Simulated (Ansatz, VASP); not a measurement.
One calculation of ZnGeN3, two programs

```
Zn Ge N
1.0
    -2.34380    2.34380    4.52532
     2.34380   -2.34380    4.52532
     2.34380    2.34380   -4.52532
Zn Ge N
2 2 6
Direct
  0.75000 0.25000 0.50000
  0.25000 0.75000 0.50000
  0.50000 0.50000 0.00000
  0.00000 0.00000 0.00000
  0.39703 0.89703 0.29406
  0.89703 0.60297 0.50000
  0.75000 0.75000 0.00000
  0.60297 0.10297 0.70594
  0.10297 0.39703 0.50000
  0.25000 0.25000 0.00000
```

Alike in both runs: functional PBE; k mesh 4 × 4 × 4; occupations gaussian, width 0.1 eV; no spin polarisation.

Ansatz relaxed the structure, and its values are those at the end. VASP's run is a single point on that final structure, the one shown.

|  | VASP | Ansatz |
| --- | --- | --- |
| version | VASP 6.6.1 | Ansatz 0.2.0 |
| potentials or method | VASP PAW PBE potentials, release 64 (Zn, Ge_d, N), cutoff 520 eV | scalar-relativistic, plane waves, PAW |
| valence electrons in the cell | 82 | 82 |

|  | VASP | Ansatz | Ansatz less VASP |
| --- | --- | --- | --- |
| gap on the k mesh at the Fermi level (eV) | none | none | - |
| pressure (GPa) | 0.2 | 0.0 | -0.14 |
| rms of the force components (eV/Å) | 0.038 | 0.000 | -0.0380 |

A gap of «none» marks a metal or a gap that the smearing closes.

The k mesh is coarse, so the values compare programs but aren't converged.
